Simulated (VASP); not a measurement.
Set up this calculation in VASP 6.6.1, as the native input.

* Task: single point
* Functional: PBE
* Potentials or basis: VASP PAW PBE potentials, release 64 (Li_sv, F)
* Cutoff: 520 eV
* k mesh: 16 × 16 × 16
* Occupations: fermi-dirac, width 0.03 eV
* Spin: no spin polarisation
* Dipole correction: no
* Further INCAR settings: ALGO = Normal; EDIFF = 1e-07; NBANDS = 12

The structure of LiF (zincblende type) lies in POSCAR:

```
LiF
1.0
    0.0000000000      2.2112865174      2.2112865174
    2.2112865174      0.0000000000      2.2112865174
    2.2112865174      2.2112865174      0.0000000000
Li F
1 1
Direct
    0.0000000000      0.0000000000      0.0000000000
    0.2500000000      0.2500000000      0.2500000000
```

This cell differs from its parent crystal: volume scaled by 1.04.

These files were run (other wordings do the same):

INCAR

```
ALGO = Normal ; EDIFF = 1E-7
ENCUT = 520 ; GGA = PE
ISIF = 2 ; ISMEAR = -1
LASPH = T ; LCHARG = F
LREAL = F ; LWAVE = F
NBANDS = 12 ; NELM = 60
PREC = Accurate ; SIGMA = 0.03
```

KPOINTS

```
k-points
0
Gamma
  16 16 16
```

Potentials or basis: VASP PAW PBE potentials, release 64 (Li_sv, F).

The run is started by

```sh
$ cat potpaw_PBE.64/Li_sv/POTCAR potpaw_PBE.64/F/POTCAR > POTCAR
$ mpirun -np 1 vasp_std > vasp.out
```

It gave:

```
Band gap on the k mesh : 7.43 eV, direct
```

Run time: 21 s on 1 thread of Intel(R) Xeon(R) Platinum 8259CL CPU @ 2.50GHz (Skylake/Cascade Lake), on a shared host, peak memory 0.15 GiB.
